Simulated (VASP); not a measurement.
# AlNi3 (Pm-3m) in VASP: a series of runs, part 2 of 2

VASP 6.6.1. The steps go on from the part before.

### Step 3. Single point, revPBE, collinear spin, ferromagnetic start

This run uses another cell than the first one, of 11.57 Å³/atom.

INCAR

```
SYSTEM = AlNi3
  PREC = Accurate
  ENCUT = 520
  EDIFF = 1E-6
  ISMEAR = -1
  SIGMA = 0.05
  LREAL = .False.
  LASPH = .True.
  NELM = 150
  ALGO = Normal
  ISIF = 2
  LWAVE = .False.
  LCHARG = .False.
  ISPIN = 2
  MAGMOM = 1 1 1 0
  LORBIT = 11
  LMAXMIX = 4
  GGA = RE
  NBANDS = 28
```

KPOINTS

```
regular mesh
0
Gamma
  8 8 8
  0 0 0
```

POSCAR

```
AlNi3
1.0
    3.5898896032      0.0000000000      0.0000000000
    0.0000000000      3.5898896032      0.0000000000
    0.0000000000      0.0000000000      3.5898896032
Ni Al
3 1
Direct
    0.5000000000      0.5000000000      0.0000000000
    0.5000000000      0.0000000000      0.5000000000
    0.0000000000      0.5000000000      0.5000000000
    0.0000000000      0.0000000000      0.0000000000
```

Potentials or basis: VASP PAW PBE potentials, release 64 (Ni, Al).

Launch:

```sh
cat potpaw_PBE.64/Ni/POTCAR potpaw_PBE.64/Al/POTCAR > POTCAR
mpirun -np 1 vasp_std > vasp.out
```

OUTCAR:

```text
SYSTEM = AlNi3
   PREC = Accurate
   ENCUT = 520
   EDIFF = 1E-6
   ISMEAR = -1
   LREAL = .False.
   LASPH = .True.
   NELM = 150
   ISIF = 2
   ISPIN = 2
   LORBIT = 11
   GGA = RE

 ion  position               nearest neighbor table
   1  0.500  0.500  0.000-   2 2.54   3 2.54   4 2.54   2 2.54   3 2.54   2 2.54   4 2.54   2 2.54
                             3 2.54   4 2.54   3 2.54   4 2.54
   2  0.500  0.000  0.500-   1 2.54   3 2.54   4 2.54   1 2.54   4 2.54   1 2.54   3 2.54   1 2.54
                             3 2.54   4 2.54   4 2.54   3 2.54
   3  0.000  0.500  0.500-   1 2.54   2 2.54   4 2.54   1 2.54   4 2.54   2 2.54   4 2.54   4 2.54
                             1 2.54   2 2.54   1 2.54   2 2.54
   4  0.000  0.000  0.000-   1 2.54   2 2.54   3 2.54   2 2.54   3 2.54   1 2.54   3 2.54   3 2.54
                             1 2.54   2 2.54   2 2.54   1 2.54

  LATTYP: Found a simple cubic cell.
 ALAT       =     3.5898896032

  Lattice vectors:

 A1 = (   3.5898896032,   0.0000000000,   0.0000000000)
 A2 = (   0.0000000000,   3.5898896032,   0.0000000000)
 A3 = (   0.0000000000,   0.0000000000,   3.5898896032)

Analysis of symmetry for initial positions (statically):
=====================================================================
 Subroutine PRICEL returns:
 Original cell was already a primitive cell.

 Routine SETGRP: Setting up the symmetry group for a
 simple cubic supercell.

 Subroutine GETGRP returns: Found 48 space group operations
 (whereof 48 operations were pure point group operations)
 out of a pool of 48 trial point group operations.

The static configuration has the point symmetry O_h .

Analysis of symmetry for dynamics (positions and initial velocities):
=====================================================================
 Subroutine PRICEL returns:
 Original cell was already a primitive cell.

 Routine SETGRP: Setting up the symmetry group for a
 simple cubic supercell.

 Subroutine GETGRP returns: Found 48 space group operations
 (whereof 48 operations were pure point group operations)
 out of a pool of 48 trial point group operations.

The dynamic configuration has the point symmetry O_h .

Analysis of structural, dynamic, and magnetic symmetry:
=====================================================================
 Subroutine PRICEL returns:
 Original cell was already a primitive cell.

 Routine SETGRP: Setting up the symmetry group for a
 simple cubic supercell.

 Subroutine GETGRP returns: Found 48 space group operations
 (whereof 48 operations were pure point group operations)
 out of a pool of 48 trial point group operations.

The overall configuration has the point symmetry O_h .

 Subroutine INISYM returns: Found 48 space group operations
 (whereof 48 operations are pure point group operations),
 and found     1 'primitive' translations

----------------------------------------------------------------------------------------

                                     Primitive cell

  volume of cell :      46.2640

  direct lattice vectors                    reciprocal lattice vectors
     3.589889603  0.000000000  0.000000000     0.278560098  0.000000000  0.000000000
     0.000000000  3.589889603  0.000000000     0.000000000  0.278560098  0.000000000
     0.000000000  0.000000000  3.589889603     0.000000000  0.000000000  0.278560098

  length of vectors
     3.589889603  3.589889603  3.589889603     0.278560098  0.278560098  0.278560098
[... 86 lines left out ...]
   LREAL  =      F    real-space projection
   EDIFFG = 0.1E-04   stopping-criterion for IOM
   NSW    =      0    number of steps for IOM
   IBRION =     -1    ionic relax: 0-MD 1-quasi-New 2-CG
   NFREE  =      0    steps in history (QN), initial steepest desc. (CG)
   ISIF   =      2    stress and relaxation
   ISYM   =      2    0-nonsym 1-usesym 2-fastsym
   POTIM  = 0.5000    time-step for ionic-motion
   TEBEG  =    0.0;   TEEND  =   0.0 temperature during run
   PSTRESS=    0.0 pullay stress
   NELECT =      33.0000    total number of electrons
[... 13 lines left out ...]
   GGA     = RE    functional components
   LHFCALC =     F    Hartree Fock is set to
   AEXX    =    0.0000 exact exchange contribution
   IVDW    =     0    specifies the selected vdW correction
   LEPSILON=     F    determine dielectric tensor
   LRPA    =     F    only Hartree local field effects (RPA)
 spin polarized calculation
  energy-cutoff  :      520.00
  volume of cell :       46.26
 maximum number of plane-waves:      1273
 NGX is ok and might be reduce to    28
   NGX = 13   NGY = 13   NGZ = 13

 number of electron      33.0000052 magnetization       0.7210998

 Free energy of the ion-electron system (eV)
  ---------------------------------------------------
  ext. energy  EPLUGINS =         0.00000000
  ---------------------------------------------------
  free energy    TOTEN  =       -20.45073565 eV

  energy without entropy =      -20.42118102  energy(sigma->0) =      -20.43595833

 E-fermi :   9.2764     XC(G=0): -12.4746

 val. band max:        9.2531210466   @ k =   0.3750   0.2500   0.2500
 cond. band min:       9.2846408148   @ k =   0.0000   0.0000   0.0000
 fundamental gap:      0.0315197682
 Fermi energy:         9.2764185947

 spin component 1

 k-point     1 :       0.0000    0.0000    0.0000
  band No.  band energies     occupation
      1      -0.5092      1.00000
      2       5.1146      1.00000
      3       5.7559      1.00000
      4       5.7559      1.00000
      5       6.0933      1.00000
      6       6.0933      1.00000
[... 733 lines left out ...]
     27      23.8702      0.00000
     28      24.0566      0.00000

 [... further k-points ...]

 spin component 2

 k-point     1 :       0.0000    0.0000    0.0000
  band No.  band energies     occupation
      1      -0.5458      1.00000
      2       5.1935      1.00000
      3       5.9125      1.00000
      4       5.9125      1.00000
      5       6.3889      1.00000
      6       6.3889      1.00000
[... 733 lines left out ...]
     27      23.8408      0.00000
     28      24.0750      0.00000

 [... further k-points ...]

------------------------ aborting loop because EDIFF is reached ----------------------------------------

  FORCE on cell =-STRESS in cart. coord.  units (eV):
  Direction    XX          YY          ZZ          XY          YZ          ZX
  --------------------------------------------------------------------------------------
  -------------------------------------------------------------------------------------
  Total        0.0356833      0.0356833      0.0356833     -0.0000000      0.0000000     -0.0000000
  in kB        1.2357553      1.2357553      1.2357553     -0.0000000      0.0000000     -0.0000000
  external PRESSURE =       1.2357553 kB  Pullay stress =       0.0000000 kB

 VOLUME and BASIS-vectors are now :
 -----------------------------------------------------------------------------
  energy-cutoff  :      520.00
  volume of cell :       46.26
      direct lattice vectors                 reciprocal lattice vectors
     3.589889603  0.000000000  0.000000000     0.278560098  0.000000000  0.000000000
     0.000000000  3.589889603  0.000000000     0.000000000  0.278560098  0.000000000
     0.000000000  0.000000000  3.589889603     0.000000000  0.000000000  0.278560098

 POSITION                                       TOTAL-FORCE (eV/Angst)
 -----------------------------------------------------------------------------------
      1.79494      1.79494      0.00000         0.000000      0.000000      0.000000
      1.79494      0.00000      1.79494         0.000000      0.000000      0.000000
      0.00000      1.79494      1.79494         0.000000      0.000000      0.000000
      0.00000      0.00000      0.00000         0.000000      0.000000      0.000000
 -----------------------------------------------------------------------------------
    total drift:                                0.000000      0.000000      0.000000

  FREE ENERGIE OF THE ION-ELECTRON SYSTEM (eV)
  ---------------------------------------------------
  free  energy   TOTEN  =       -20.4507356471 eV

  energy  without entropy=      -20.4211810204  energy(sigma->0) =      -20.43595833

 total charge

# of ion       s       p       d       tot
------------------------------------------
    1        0.481   0.494   8.365   9.340
    2        0.481   0.494   8.365   9.340
    3        0.481   0.494   8.365   9.340
    4        0.409   0.383   0.000   0.791
--------------------------------------------------
tot          1.852   1.865  25.095  28.811

 magnetization (x)

# of ion       s       p       d       tot
------------------------------------------
    1       -0.003  -0.010   0.272   0.259
    2       -0.003  -0.010   0.272   0.259
    3       -0.003  -0.010   0.272   0.259
    4       -0.001  -0.008   0.000  -0.009
--------------------------------------------------
tot         -0.010  -0.038   0.816   0.768
```

stdout:

```text
POSCAR found type information on POSCAR NiAl
 POSCAR found :  2 types and       4 ions
 scaLAPACK will be used
 -----------------------------------------------------------------------------
|                                                                             |
|                                                                             |
|     You enforced a specific xc type in the INCAR file but a different       |
|     I HOPE YOU KNOW WHAT YOU ARE DOING!                                     |
|                                                                             |
 -----------------------------------------------------------------------------

 LDA part: xc-table for (Slater+PW92), standard interpolation
 POSCAR, INCAR and KPOINTS ok, starting setup
 FFT: planning ... GRIDC
 FFT: planning ... GRID_SOFT
 FFT: planning ... GRID
 WAVECAR not read
 entering main loop
```

It took 50 s on 1 thread of Intel Xeon 6975P-C (Granite Rapids), shared host; peak memory 0.2 GiB.

Results:

| Quantity | Value |
| --- | --- |
| Free energy | -20.4507 eV |
| Pressure | 0.1 GPa |
| Net moment | 0.72 μB per cell |
| Site moments | Ni +0.26; Al -0.01 μB |
| Valence electrons inside the program's atomic spheres | Ni 9.34; Al 0.79 |

Levels at points of the mesh, in eV from the Fermi level:
Spin up:
```
           k point  band 14  band 15  band 16  band 17  band 18  band 19  band 20  band 21
(0.00, 0.00, 0.00)    -0.11    -0.11    -0.11     0.87     0.87     0.87     6.40     6.40
(0.50, 0.00, 0.00)    -1.13    -1.02    -0.51    -0.11     5.36     5.36     5.50     5.50
(0.50, 0.50, 0.00)    -1.16    -0.97    -0.94    -0.57     0.78     0.78     7.94     8.03
(0.50, 0.50, 0.50)    -1.04    -1.04    -0.27    -0.27    -0.27    -0.12     3.22     3.89
```
Spin down:
```csv
k point,band 12,band 13,band 14,band 15,band 16,band 17,band 18,band 19,band 20,band 21
"(0.00, 0.00, 0.00)",-0.39,0.01,0.34,0.34,0.34,0.82,0.82,0.82,6.48,6.48
"(0.50, 0.00, 0.00)",-0.99,-0.88,-0.88,-0.78,-0.32,0.34,5.41,5.41,5.54,5.54
"(0.50, 0.50, 0.00)",-1.08,-1.08,-1.05,-0.75,-0.55,-0.43,1.08,1.08,7.96,8.07
"(0.50, 0.50, 0.50)",-1.11,-1.11,-0.85,-0.85,-0.15,0.11,0.11,0.11,3.31,4.10
```

Caveat: the PAW data sets were made with another functional, which shifts forces and pressure a little.

### Step 4. Relaxation of cell and atoms, revPBE, collinear spin, ferromagnetic start

INCAR

```
SYSTEM = AlNi3
PREC     = Accurate       ! precision mode
ENCUT    = 600            ! plane-wave cutoff, eV
EDIFF    = 1E-6           ! SCF threshold, eV
ISMEAR   = -1             ! smearing method
SIGMA    = 0.05           ! smearing width, eV
LREAL    = .False.        ! projectors in reciprocal space
LASPH    = .True.         ! aspherical terms in the spheres
NELM     = 150            ! most SCF steps
ALGO     = Normal         ! electronic algorithm
ISIF     = 3              ! what is computed and relaxed
LWAVE    = .False.        ! write WAVECAR
LCHARG   = .False.        ! write CHGCAR
ISPIN    = 2              ! spin polarisation
MAGMOM   = 1 1 1 0        ! initial moments
LORBIT   = 11             ! projections on sites
LMAXMIX  = 4              ! l up to which the mixer works
GGA      = RE             ! functional
IBRION   = 2              ! ionic algorithm
NSW      = 60             ! ionic steps
EDIFFG   = -0.01          ! ionic threshold
```

KPOINTS

```
Automatic mesh
0
Gamma
  8 8 8
  0 0 0
```

POSCAR

```
AlNi3
1.0
    3.5230547267      0.0000000000      0.0000000000
    0.0000000000      3.5230547267      0.0000000000
    0.0000000000      0.0000000000      3.5230547267
Ni Al
3 1
Direct
    0.5000000000      0.5000000000      0.0000000000
    0.5000000000      0.0000000000      0.5000000000
    0.0000000000      0.5000000000      0.5000000000
    0.0000000000      0.0000000000      0.0000000000
```

Launch:

```sh
cat potpaw_PBE.64/Ni/POTCAR potpaw_PBE.64/Al/POTCAR > POTCAR
mpirun -np 1 vasp_std > vasp.out
```

Run time: 1.7 min. Hardware: 1 thread of Intel Xeon 6975P-C (Granite Rapids), shared host; peak memory 0.21 GiB.

Results (log left out):

```
Free energy                                           : -20.4486 eV
Relaxed volume                                        : 11.57 Å³/atom
Relaxed cell                                          : a = 3.591 Å, b = 3.591 Å, c = 3.591 Å, α = 90.00°, β = 90.00°, γ = 90.00°
Space group after relaxing (to 0.1 Å)                 : Pm-3m (No. 221)
Energy gained by relaxing                             : 20.5 meV/atom
Ionic steps                                           : 3
Pressure after relaxing                               : 0.0 GPa
Net moment                                            : -0.72 μB per cell
Site moments                                          : Ni -0.26; Al +0.01 μB
Valence electrons inside the program's atomic spheres : Ni 9.34; Al 0.79
```

Step by step:
```csv
step,energy change (eV),largest force (eV/Å),pressure (GPa),volume (Å³)
1,0.0000,0.0000,10.86,43.73
2,-0.0263,0.0000,-7.35,48.59
3,-0.0820,0.0000,-0.04,46.29
```

Final structure:
```xyz
4
Lattice="3.5905 0.0000 0.0000 0.0000 3.5905 0.0000 0.0000 0.0000 3.5905" Properties=species:S:1:pos:R:3 pbc="T T T"
Ni    1.7953    1.7953    0.0000
Ni    1.7953    0.0000    1.7953
Ni    0.0000    1.7953    1.7953
Al    0.0000    0.0000    0.0000
```

Levels at points of the mesh, in eV from the Fermi level:
Spin up:
```csv
k point,band 13,band 14,band 15,band 16,band 17,band 18,band 19,band 20
"(0.00, 0.00, 0.00)",0.01,0.34,0.34,0.34,0.82,0.82,0.82,6.48
"(0.50, 0.00, 0.00)",-0.88,-0.88,-0.78,-0.32,0.34,5.41,5.41,5.54
"(0.50, 0.50, 0.00)",-1.08,-1.05,-0.75,-0.55,-0.43,1.08,1.08,7.95
"(0.50, 0.50, 0.50)",-1.11,-0.85,-0.85,-0.15,0.11,0.11,0.11,3.31
```
Spin down:
```tsv
k point	band 15	band 16	band 17	band 18	band 19	band 20
(0.00, 0.00, 0.00)	-0.11	-0.11	0.87	0.87	0.87	6.39
(0.50, 0.00, 0.00)	-1.02	-0.51	-0.11	5.36	5.36	5.50
(0.50, 0.50, 0.00)	-0.97	-0.94	-0.57	0.78	0.78	7.94
(0.50, 0.50, 0.50)	-1.04	-0.27	-0.27	-0.27	-0.12	3.21
```

Caveat: the PAW data sets were made with another functional, which shifts forces and pressure a little.

### Step 5. Single point, r2SCAN, collinear spin, ferromagnetic start

POSCAR is that of step 4.

INCAR.step1

```
ALGO = Normal ; EDIFF = 1E-4
ENCUT = 520 ; GGA = PE
ISMEAR = -1 ; ISPIN = 2
LASPH = T ; LCHARG = F
LMAXMIX = 4 ; LREAL = F
LWAVE = T ; MAGMOM = 1 1 1 0
NBANDS = 28 ; NELM = 150
PREC = Accurate ; SIGMA = 0.05
```

INCAR.step2

```
ALGO = Normal ; EDIFF = 1E-6
ENCUT = 520 ; ISIF = 2
ISMEAR = -1 ; ISPIN = 2
ISTART = 1 ; LASPH = T
LCHARG = F ; LMAXMIX = 4
LMIXTAU = T ; LORBIT = 11
LREAL = F ; LWAVE = F
MAGMOM = 1 1 1 0 ; METAGGA = R2SCAN
NBANDS = 28 ; NELM = 150
PREC = Accurate ; SIGMA = 0.05
```

KPOINTS

```
k-points
0
Gamma
  8 8 8
```

Launch:

```sh
cat potpaw_PBE.64/Ni/POTCAR potpaw_PBE.64/Al/POTCAR > POTCAR
cp INCAR.step1 INCAR
mpirun -np 1 vasp_std > vasp.out
cp INCAR.step2 INCAR
mpirun -np 1 vasp_std > vasp.out
```

Run time: 5.7 min. Hardware: 1 thread of Intel Xeon Platinum 8259CL at 2.50GHz (Skylake/Cascade Lake), shared host; peak memory 0.22 GiB.

The run converged. Its results:

- Free energy: -44.3091 eV
- Pressure: 0.6 GPa
- Net moment: 0.84 μB per cell
- Site moments: Ni +0.32; Al -0.02 μB
- Valence electrons inside the program's atomic spheres: Ni 9.49; Al 0.83

Levels at points of the mesh, in eV from the Fermi level:
Spin up:
| k point | band 14 | band 15 | band 16 | band 17 | band 18 | band 19 | band 20 | band 21 |
| --- | --- | --- | --- | --- | --- | --- | --- | --- |
| (0.00, 0.00, 0.00) | -0.39 | -0.39 | -0.39 | 0.88 | 0.88 | 0.88 | 6.82 | 6.82 |
| (0.50, 0.00, 0.00) | -1.47 | -1.33 | -0.79 | -0.39 | 5.82 | 5.82 | 5.84 | 5.84 |
| (0.50, 0.50, 0.00) | -1.46 | -1.34 | -1.25 | -0.80 | 0.66 | 0.66 | 8.57 | 8.57 |
| (0.50, 0.50, 0.50) | -1.36 | -1.36 | -0.54 | -0.54 | -0.54 | -0.30 | 3.75 | 4.19 |
Spin down:
| k point | band 12 | band 13 | band 14 | band 15 | band 16 | band 17 | band 18 | band 19 | band 20 | band 21 |
| --- | --- | --- | --- | --- | --- | --- | --- | --- | --- | --- |
| (0.00, 0.00, 0.00) | -0.65 | -0.03 | 0.49 | 0.49 | 0.49 | 0.70 | 0.70 | 0.70 | 6.98 | 6.98 |
| (0.50, 0.00, 0.00) | -1.33 | -0.98 | -0.96 | -0.96 | -0.53 | 0.49 | 5.85 | 5.85 | 5.88 | 5.88 |
| (0.50, 0.50, 0.00) | -1.39 | -1.38 | -1.29 | -0.96 | -0.60 | -0.51 | 1.21 | 1.21 | 8.59 | 8.59 |
| (0.50, 0.50, 0.50) | -1.47 | -1.47 | -1.07 | -1.07 | -0.45 | 0.18 | 0.18 | 0.18 | 3.89 | 4.56 |

Caveat: the PAW data sets were made with another functional, which shifts forces and pressure a little.

### Step 6. Single point, PBE, collinear spin, ferromagnetic start

INCAR

```
PREC = Accurate ; ENCUT = 520
EDIFF = 1E-7 ; ISMEAR = -1
SIGMA = 0.05 ; LREAL = F
LASPH = T ; NELM = 150
ALGO = Fast ; ISIF = 2
LWAVE = F ; LCHARG = F
ISPIN = 2 ; MAGMOM = 2.5 2.5 2.5 0
LORBIT = 11 ; LMAXMIX = 4
GGA = PE ; NBANDS = 28
```

KPOINTS

```
Automatic mesh
0
Gamma
  8 8 8
```

POSCAR is that of step 5.

Potentials or basis: VASP PAW PBE potentials, release 64 (Ni, Al).

Launch:

```sh
cat potpaw_PBE.64/Ni/POTCAR potpaw_PBE.64/Al/POTCAR > POTCAR
mpirun -np 1 vasp_std > vasp.out
```

Wall time 3.6 min (1 thread of Intel Xeon 8259CL, shared host); peak memory 0.21 GiB.

The run converged. Its results:

* Free energy: -21.8720 eV
* Pressure: 7.3 GPa
* Net moment: 0.67 μB per cell
* Site moments: Ni +0.24; Al -0.01 μB
* Valence electrons inside the program's atomic spheres: Ni 9.45; Al 0.82

Levels at points of the mesh, in eV from the Fermi level:
Spin up:
```
           k point  band 14  band 15  band 16  band 17  band 18  band 19  band 20  band 21
(0.00, 0.00, 0.00)    -0.06    -0.06    -0.06     0.88     0.88     0.88     6.73     6.73
(0.50, 0.00, 0.00)    -1.20    -1.07    -0.51    -0.05     5.65     5.65     5.69     5.69
(0.50, 0.50, 0.00)    -1.22    -1.00    -0.98    -0.59     0.89     0.89     8.32     8.32
(0.50, 0.50, 0.50)    -1.09    -1.09    -0.24    -0.24    -0.24    -0.21     3.57     4.18
```
Spin down:
| k point | band 14 | band 15 | band 16 | band 17 | band 18 | band 19 |
| --- | --- | --- | --- | --- | --- | --- |
| (0.00, 0.00, 0.00) | 0.35 | 0.35 | 0.35 | 0.85 | 0.85 | 0.85 |
| (0.50, 0.00, 0.00) | -0.96 | -0.85 | -0.33 | 0.35 | 5.70 | 5.70 |
| (0.50, 0.50, 0.00) | -1.12 | -0.81 | -0.61 | -0.46 | 1.16 | 1.16 |
| (0.50, 0.50, 0.50) | -0.92 | -0.92 | -0.23 | 0.11 | 0.11 | 0.11 |

Caveat: the cell stands under pressure.

### Step 7. The runs side by side

| task | level | cell | cutoff (eV) | gap on the mesh (eV) | pressure (GPa) | moment (μB) |
| --- | --- | --- | --- | --- | --- | --- |
| single point | BLYP | a = 3.523 Å, 4 atoms | 520 | none | 15.0 | 0.60 |
| single point | revPBE | a = 3.590 Å, 4 atoms | 520 | none | 0.1 | 0.72 |
| relaxation of cell and atoms | revPBE | relaxed from a = 3.523 Å, 4 atoms | 600 | none | 0.0 | 0.72 |
| single point | r2SCAN | a = 3.523 Å, 4 atoms | 520 | none | 0.6 | 0.84 |
| single point | PBE | a = 3.523 Å, 4 atoms | 520 | none | 7.3 | 0.67 |

Alike in all rows: potentials or basis VASP PAW PBE potentials, release 64 (Ni, Al); spin collinear, ferromagnetic start; k mesh 8 × 8 × 8; smearing fermi-dirac 0.05 eV.

The pressure there spans 0.6 GPa (r2SCAN) to 15.0 GPa (BLYP); a positive pressure means that this level wants a larger cell, a negative one a smaller.

Caveats: the PAW data sets were made with another functional, which shifts forces and pressure a little (at least some runs); the cell stands under pressure (at least some runs).

Absolute energies hang on the potentials; compare differences alone.
